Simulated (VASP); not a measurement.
A run of VASP 6.6.1:

Contents of INCAR:

```
SYSTEM = HgTe
ALGO = Normal
EDIFF = 1E-6
ENCUT = 520
GGA = PE
ISIF = 2
ISMEAR = 0
LASPH = .TRUE.
LCHARG = .FALSE.
LREAL = .FALSE.
LWAVE = .FALSE.
NBANDS = 16
NELM = 60
PREC = Accurate
SIGMA = 0.15
```

The input KPOINTS:

```
k-points
0
G
  14 14 14
  0 0 0
```

POSCAR

```
HgTe
1.0
    0.0000000000      3.2235000000      3.2235000000
    3.2235000000      0.0000000000      3.2235000000
    3.2235000000      3.2235000000      0.0000000000
Hg Te
1 1
Direct
    0.0044776661      0.0044776661      0.0044776661
    0.7500000000      0.7500000000      0.7500000000
```

Potentials or basis: VASP PAW PBE potentials, release 64 (Hg, Te).

Launch:

```console
$ cat potpaw_PBE.64/Hg/POTCAR potpaw_PBE.64/Te/POTCAR > POTCAR
$ mpirun -np 1 vasp_std > vasp.out
```

Hardware: 1 thread of Intel(R) Xeon(R) 6975P-C (Granite Rapids) (shared host).

Task: How long does it take, and how much memory?

Result: Run time: 4.4 min on 1 thread of Intel(R) Xeon(R) 6975P-C (Granite Rapids), with other jobs on the host, peak memory 0.45 GiB. Counts: scf iterations 13, k points 288.
